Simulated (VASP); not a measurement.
# CoW2 (P6_3/mmc) in VASP: single point with PBE

Aim: the single point of CoW2 with PBE.

Program: VASP 6.6.1. These are calculated values, not measurements. Logs are shortened: lines on timing, memory, paths and dates and some standing lists are left out, and cuts for length are marked.

**1. The cell of the first run**

The structure is hexagonal, space group P6_3/mmc (No. 194). Conventional cell: a = 2.734 Å, b = 2.734 Å, c = 13.936 Å, α = 90.00°, β = 90.00°, γ = 120.00°. Co (site symmetry -6m2) has 6 Co at 2.73 Å and 6 W at 2.81 Å within 3.6 Å. W (site symmetry 3m) has 9 W at 2.73 to 2.81 Å and 3 Co at 2.81 Å within 3.6 Å.

**2. Single point, PBE, collinear spin, ferromagnetic start**

File INCAR:

```
ALGO = Normal ; EDIFF = 1E-6
ENCUT = 600 ; GGA = PE
GGA_COMPAT = F ; ISIF = 2
ISMEAR = 0 ; ISPIN = 2
LASPH = T ; LCHARG = T
LELF = T ; LMAXMIX = 4
LORBIT = 11 ; LREAL = F
LVHAR = T ; LWAVE = F
MAGMOM = 3 3 0 0 0 0 ; NBANDS = 58
NELM = 200 ; PREC = Accurate
SIGMA = 0.1
```

File KPOINTS:

```
k-points
0
Gamma
  6 6 2
```

File POSCAR:

```
CoW2
1.0
    2.7343941400      0.0000000000      0.0000000000
   -1.3671970700      2.3680547900      0.0000000000
    0.0000000000      0.0000000000     13.9360116300
Co W
2 4
Direct
    0.3333333300      0.6666666700      0.7500000000
    0.6666666700      0.3333333300      0.2500000000
    0.3333333300      0.6666666700      0.0833333300
    0.3333333300      0.6666666700      0.4166666700
    0.6666666700      0.3333333300      0.5833333300
    0.6666666700      0.3333333300      0.9166666700
```

Potentials or basis: VASP PAW PBE potentials, release 64 (Co_sv, W_sv).

Launch:

```sh
$ cat potpaw_PBE.64/Co_sv/POTCAR potpaw_PBE.64/W_sv/POTCAR > POTCAR
$ mpirun -np 1 vasp_std > vasp.out
```

OUTCAR:

```text
EDIFF = 1E-6
   ENCUT = 600
   GGA = PE
   ISIF = 2
   ISMEAR = 0
   ISPIN = 2
   LASPH = T
   LORBIT = 11
   LREAL = F
   NELM = 200
   PREC = Accurate

 ion  position               nearest neighbor table
   1  0.333  0.667  0.750-   5 2.81   6 2.81   5 2.81   6 2.81   5 2.81   6 2.81
   2  0.667  0.333  0.250-   3 2.81   4 2.81   3 2.81   4 2.81   3 2.81   4 2.81
   3  0.333  0.667  0.083-   6 2.81   6 2.81   6 2.81   2 2.81   2 2.81   2 2.81
   4  0.333  0.667  0.417-   5 2.81   5 2.81   5 2.81   2 2.81   2 2.81   2 2.81
   5  0.667  0.333  0.583-   4 2.81   4 2.81   4 2.81   1 2.81   1 2.81   1 2.81
   6  0.667  0.333  0.917-   3 2.81   3 2.81   3 2.81   1 2.81   1 2.81   1 2.81

  LATTYP: Found a hexagonal cell.
 ALAT       =     2.7343941400
 C/A-ratio  =     5.0965628642

  Lattice vectors:

 A1 = (   2.7343941400,   0.0000000000,   0.0000000000)
 A2 = (  -1.3671970700,   2.3680547900,   0.0000000000)
 A3 = (   0.0000000000,   0.0000000000,  13.9360116300)

Analysis of symmetry for initial positions (statically):
=====================================================================
 Subroutine PRICEL returns:
 Original cell was already a primitive cell.

 Routine SETGRP: Setting up the symmetry group for a
 hexagonal supercell.

 Subroutine GETGRP returns: Found 24 space group operations
 (whereof 12 operations were pure point group operations)
 out of a pool of 24 trial point group operations.

The static configuration has the point symmetry D_3d.
 The point group associated with its full space group is D_6h.

Analysis of symmetry for dynamics (positions and initial velocities):
=====================================================================
 Subroutine PRICEL returns:
 Original cell was already a primitive cell.

 Routine SETGRP: Setting up the symmetry group for a
 hexagonal supercell.

 Subroutine GETGRP returns: Found 24 space group operations
 (whereof 12 operations were pure point group operations)
 out of a pool of 24 trial point group operations.

The dynamic configuration has the point symmetry D_3d.
 The point group associated with its full space group is D_6h.

Analysis of structural, dynamic, and magnetic symmetry:
=====================================================================
 Subroutine PRICEL returns:
 Original cell was already a primitive cell.

 Routine SETGRP: Setting up the symmetry group for a
 hexagonal supercell.

 Subroutine GETGRP returns: Found 24 space group operations
 (whereof 12 operations were pure point group operations)
 out of a pool of 24 trial point group operations.

The overall configuration has the point symmetry D_3d.
 The point group associated with its full space group is D_6h.

 Subroutine INISYM returns: Found 24 space group operations
 (whereof 12 operations are pure point group operations),
 and found     1 'primitive' translations

----------------------------------------------------------------------------------------

                                     Primitive cell

  volume of cell :      90.2384

  direct lattice vectors                    reciprocal lattice vectors
     2.734394140  0.000000000  0.000000000     0.365711726  0.211143763  0.000000000
    -1.367197070  2.368054790  0.000000000     0.000000000  0.422287527  0.000000000
     0.000000000  0.000000000 13.936011630     0.000000000  0.000000000  0.071756542

  length of vectors
     2.734394140  2.734394141 13.936011630     0.422287527  0.422287527  0.071756542

  position of ions in fractional coordinates (direct lattice)
     0.333333330  0.666666670  0.750000000
     0.666666670  0.333333330  0.250000000
     0.333333330  0.666666670  0.083333330
     0.333333330  0.666666670  0.416666670
     0.666666670  0.333333330  0.583333330
     0.666666670  0.333333330  0.916666670

  ion indices of the primitive-cell ions
   primitive index   ion index
                 1           1
                 2           2
                 3           3
                 4           4
                 5           5
                 6           6

----------------------------------------------------------------------------------------

 KPOINTS: k-points

Automatic generation of k-mesh.
 Grid dimensions read from file:
 generate k-points for:    6    6    2

 Generating k-lattice:

  Cartesian coordinates                     Fractional coordinates (reciprocal lattice)
     0.060951954  0.035190627  0.000000000     0.166666667  0.000000000  0.000000000
     0.000000000  0.070381254  0.000000000     0.000000000  0.166666667  0.000000000
     0.000000000  0.000000000  0.035878271     0.000000000  0.000000000  0.500000000

  Length of vectors
     0.070381254  0.070381254  0.035878271

  Shift w.r.t. Gamma in fractional coordinates (k-lattice)
     0.000000000  0.000000000  0.000000000

 Subroutine IBZKPT returns following result:
 ===========================================

 Found     14 irreducible k-points:

 Following reciprocal coordinates:
            Coordinates               Weight
  0.000000  0.000000  0.000000      1.000000
  0.166667 -0.000000  0.000000      6.000000
  0.333333 -0.000000  0.000000      6.000000
  0.500000 -0.000000  0.000000      3.000000
  0.166667  0.166667  0.000000      6.000000
  0.333333  0.166667  0.000000     12.000000
  0.333333  0.333333  0.000000      2.000000
  0.000000  0.000000  0.500000      1.000000
  0.166667 -0.000000  0.500000      6.000000
  0.333333 -0.000000  0.500000      6.000000
  0.500000 -0.000000  0.500000      3.000000
  0.166667  0.166667  0.500000      6.000000
  0.333333  0.166667  0.500000     12.000000
  0.333333  0.333333  0.500000      2.000000
   k-points           NKPTS =     14   k-points in BZ     NKDIM =     14   number of bands    NBANDS=     58
   number of dos      NEDOS =    301   number of ions     NIONS =      6
   total plane-waves  NPLWV =  64512
   dimension x,y,z NGX =    24 NGY =   24 NGZ =  112
   dimension x,y,z NGXF=    48 NGYF=   48 NGZF=  224
   ions per type =               2   4
   NGX,Y,Z   is equivalent  to a cutoff of  14.59, 14.59, 13.36 a.u.
   NGXF,Y,Z  is equivalent  to a cutoff of  29.18, 29.18, 26.72 a.u.
 SYSTEM =  unknown system
   PREC   = accura    normal or accurate (medium, high low for compatibility)
   ISTART =      0    job   : 0-new  1-cont  2-samecut
   ICHARG =      2    charge: 1-file 2-atom 10-const
   ISPIN  =      2    spin polarized calculation?
   LNONCOLLINEAR =      F non collinear calculations
   LSORBIT =      F    spin-orbit coupling
   LASPH  =      T    aspherical Exc in radial PAW
   ENCUT  =  600.0 eV  44.10 Ry    6.64 a.u.   5.46  5.46 27.83*2*pi/ulx,y,z
   NELM   =    200;   NELMIN=  2; NELMDL= -5     # of ELM steps
   EDIFF  = 0.1E-05   stopping-criterion for ELM
   LREAL  =      F    real-space projection
   EDIFFG = 0.1E-04   stopping-criterion for IOM
   NSW    =      0    number of steps for IOM
   IBRION =     -1    ionic relax: 0-MD 1-quasi-New 2-CG
   NFREE  =      0    steps in history (QN), initial steepest desc. (CG)
   ISIF   =      2    stress and relaxation
   ISYM   =      2    0-nonsym 1-usesym 2-fastsym
   POTIM  = 0.5000    time-step for ionic-motion
   TEBEG  =    0.0;   TEEND  =   0.0 temperature during run
   PSTRESS=    0.0 pullay stress
   NELECT =      90.0000    total number of electrons
   NUPDOWN=      -1.0000    fix difference up-down
   EMIN   =  10.00;   EMAX   =-10.00  energy-range for DOS
   EFERMI =   0.00;   METHOD = LEGACY
   ISMEAR =     0;   SIGMA  =   0.10  broadening in eV -4-tet -1-fermi 0-gaus
   EFERMI_NEDOS =   21; number of points for ismear=-14 and -15
   IALGO  =     38    algorithm
   IMIX   =      4    mixing-type and parameters
     AMIX     =   0.40;   BMIX     =  1.00
     AMIX_MAG =   1.60;   BMIX_MAG =  1.00
  volume/ion in A,a.u.               =      15.04       101.49
  Fermi-wavevector in a.u.,A,eV,Ry     =   1.635656  3.090941 36.400611  2.675369
  Thomas-Fermi vector in A             =   2.727092
   LORBIT       =     11    0 simple, 1 ext, 2 COOP (PROOUT), +10 PAW based schemes
   GGA     = PE    functional components
   LHFCALC =     F    Hartree Fock is set to
   AEXX    =    0.0000 exact exchange contribution
   IVDW    =     0    specifies the selected vdW correction
   LEPSILON=     F    determine dielectric tensor
   LRPA    =     F    only Hartree local field effects (RPA)
 spin polarized calculation
 Gauss-broadening in eV      SIGMA  =   0.10
  energy-cutoff  :      600.00
  volume of cell :       90.24
 maximum number of plane-waves:      3080
 NGX is ok and might be reduce to    24
   NGX = 11   NGY = 11   NGZ = 55

 number of electron      90.0000015 magnetization       1.8539319

 Free energy of the ion-electron system (eV)
  ---------------------------------------------------
  ext. energy  EPLUGINS =         0.00000000
  ---------------------------------------------------
  free energy    TOTEN  =       -63.25552271 eV

  energy without entropy =      -63.22353590  energy(sigma->0) =      -63.23952931

 E-fermi :  10.3748     XC(G=0): -13.3194

 val. band max:       10.3518169907   @ k =   0.3333   0.3333   0.5000
 cond. band min:      10.3949896315   @ k =   0.5000  -0.0000   0.5000
 fundamental gap:      0.0431726408
 Fermi energy:        10.3747765972

 spin component 1

 k-point     1 :       0.0000    0.0000    0.0000
  band No.  band energies     occupation
      1     -84.9419      1.00000
      2     -84.9419      1.00000
      3     -63.3686      1.00000
      4     -63.3686      1.00000
      5     -63.3021      1.00000
      6     -63.3020      1.00000
[... 49 lines left out ...]
     56      13.2739      0.00000
     57      14.6679      0.00000

 k-point     2 :       0.1667   -0.0000    0.0000
  band No.  band energies     occupation
      1     -84.9395      1.00000
      2     -84.9394      1.00000
      3     -63.3346      1.00000
      4     -63.3345      1.00000
      5     -63.2758      1.00000
      6     -63.2758      1.00000
[... 49 lines left out ...]
     56      13.2368      0.00000
     57      14.6434      0.00000
[... 658 lines left out ...]
     56      15.9822      0.00000
     57      17.1232      0.00000

 k-point    14 :       0.3333    0.3333    0.5000
  band No.  band energies     occupation
      1     -84.9309      1.00000
      2     -84.9309      1.00000
      3     -63.1985      1.00000
      4     -63.1985      1.00000
      5     -63.1985      1.00000
      6     -63.1985      1.00000
[... 49 lines left out ...]
     56      16.6374      0.00000
     57      16.8489      0.00000
 Fermi energy:        10.3747765972

 spin component 2

 k-point     1 :       0.0000    0.0000    0.0000
  band No.  band energies     occupation
      1     -83.7686      1.00000
      2     -83.7686      1.00000
      3     -63.3697      1.00000
      4     -63.3696      1.00000
      5     -63.3031      1.00000
      6     -63.3030      1.00000
[... 49 lines left out ...]
     56      13.2806      0.00000
     57      14.6501      0.00000

 k-point     2 :       0.1667   -0.0000    0.0000
  band No.  band energies     occupation
      1     -83.7660      1.00000
      2     -83.7660      1.00000
      3     -63.3357      1.00000
      4     -63.3356      1.00000
      5     -63.2769      1.00000
      6     -63.2768      1.00000
[... 49 lines left out ...]
     56      13.3143      0.00000
     57      14.6701      0.00000
[... 658 lines left out ...]
     56      16.0611      0.00000
     57      17.1957      0.00000

 k-point    14 :       0.3333    0.3333    0.5000
  band No.  band energies     occupation
      1     -83.7571      1.00000
      2     -83.7571      1.00000
      3     -63.1998      1.00000
      4     -63.1998      1.00000
      5     -63.1998      1.00000
      6     -63.1998      1.00000
[... 49 lines left out ...]
     56      16.7411      0.00000
     57      17.0603      0.00000
 [bands above 57 left out]

------------------------ aborting loop because EDIFF is reached ----------------------------------------

  FORCE on cell =-STRESS in cart. coord.  units (eV):
  Direction    XX          YY          ZZ          XY          YZ          ZX
  --------------------------------------------------------------------------------------
  -------------------------------------------------------------------------------------
  Total        0.3262253      0.3262253     -3.4460725      0.0000000      0.0000000      0.0000000
  in kB        5.7921104      5.7921104    -61.1848129      0.0000000      0.0000000      0.0000000
  external PRESSURE =     -16.5335307 kB  Pullay stress =       0.0000000 kB

 VOLUME and BASIS-vectors are now :
 -----------------------------------------------------------------------------
  energy-cutoff  :      600.00
  volume of cell :       90.24
      direct lattice vectors                 reciprocal lattice vectors
     2.734394140  0.000000000  0.000000000     0.365711726  0.211143763  0.000000000
    -1.367197070  2.368054790  0.000000000     0.000000000  0.422287527  0.000000000
     0.000000000  0.000000000 13.936011630     0.000000000  0.000000000  0.071756542

 POSITION                                       TOTAL-FORCE (eV/Angst)
 -----------------------------------------------------------------------------------
     -0.00000      1.57870     10.45201         0.000000      0.000000     -0.000000
      1.36720      0.78935      3.48400        -0.000000     -0.000000     -0.000000
     -0.00000      1.57870      1.16133        -0.000000      0.000000      2.776726
     -0.00000      1.57870      5.80667         0.000000      0.000000     -2.776726
      1.36720      0.78935      8.12934         0.000000     -0.000000      2.776726
      1.36720      0.78935     12.77468         0.000000     -0.000000     -2.776726
 -----------------------------------------------------------------------------------
    total drift:                               -0.000024      0.000014     -0.000001

  FREE ENERGIE OF THE ION-ELECTRON SYSTEM (eV)
  ---------------------------------------------------
  free  energy   TOTEN  =       -63.2555227126 eV

  energy  without entropy=      -63.2235358991  energy(sigma->0) =      -63.23952931

 total charge

# of ion       s       p       d       tot
------------------------------------------
    1        2.208   6.082   6.683  14.972
    2        2.208   6.082   6.683  14.972
    3        2.424   6.324   3.369  12.117
    4        2.424   6.324   3.369  12.117
    5        2.424   6.324   3.369  12.117
    6        2.424   6.324   3.369  12.117
--------------------------------------------------
tot         14.111  37.460  26.843  78.414

 magnetization (x)

# of ion       s       p       d       tot
------------------------------------------
    1       -0.001  -0.001   0.975   0.973
    2       -0.001  -0.001   0.975   0.973
    3        0.000  -0.001  -0.002  -0.003
    4        0.000  -0.001  -0.002  -0.003
    5        0.000  -0.001  -0.002  -0.003
    6        0.000  -0.001  -0.002  -0.003
--------------------------------------------------
tot         -0.002  -0.007   1.942   1.933
```

Run time: 5.1 min. Hardware: 1 thread of Intel Xeon Platinum 8488C (Sapphire Rapids), shared host; peak memory 0.37 GiB.

Results:

| Quantity | Value |
| --- | --- |
| Free energy | -63.2555 eV |
| Pressure | -1.7 GPa |
| Largest force | 2.777 eV/Å |
| Net moment | 1.85 μB per cell |
| Site moments | Co +0.97; W -0.00 μB |
| Valence electrons inside the program's atomic spheres | Co 14.97; W 12.12 |

Forces on the atoms (eV/Å):
```
Co   0.000  0.000  0.000
Co   0.000  0.000  0.000
W    0.000  0.000  2.777
W    0.000  0.000 -2.777
W    0.000  0.000  2.777
W    0.000  0.000 -2.777
```

Stress tensor (GPa, compression positive):
```
 0.58  0.00  0.00
 0.00  0.58  0.00
 0.00  0.00 -6.12
```

Caveat: the k points lie up to 0.44 Å⁻¹ apart; spin-orbit coupling is left out, which moves the levels of the heavy elements; forces of over 1 eV/Å act on the atoms, so gaps and moduli don't describe the material at rest.
